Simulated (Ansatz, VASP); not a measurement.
## CaB3F4 in VASP and in Ansatz

```
Ca B F
1.0
    -2.67587    2.67587    2.67587
     2.67587   -2.67587    2.67587
     2.67587    2.67587   -2.67587
Ca B F
1 3 4
Direct
  0.00000 0.00000 0.00000
  0.50000 0.50000 0.00000
  0.50000 0.00000 0.50000
  0.00000 0.50000 0.50000
  0.50000 0.50000 0.50000
  0.00000 0.00000 0.50000
  0.00000 0.50000 0.00000
  0.50000 0.00000 0.00000
```

Alike in both runs: task single point; functional PBE; k mesh 4 × 4 × 4; occupations gaussian, width 0.1 eV; no spin polarisation.

|  | VASP | Ansatz |
| --- | --- | --- |
| version | VASP 6.6.1 | Ansatz 0.2.0 |
| potentials or method | VASP PAW PBE potentials, release 64 (Ca_sv, B, F), cutoff 520 eV | scalar-relativistic, plane waves, PAW |
| valence electrons in the cell | 47 | 47 |

VASP gave:

```
gap on the k mesh at the Fermi level (eV) : none
pressure (GPa)                            : 24.6
```

**Question.** Estimate Ansatz's values.

**Answer.** gap on the k mesh at the Fermi level (eV): none; pressure (GPa): 24.5.

A gap of «none» marks a metal or a gap that the smearing closes.

The k mesh is coarse, so the values compare programs but aren't converged.
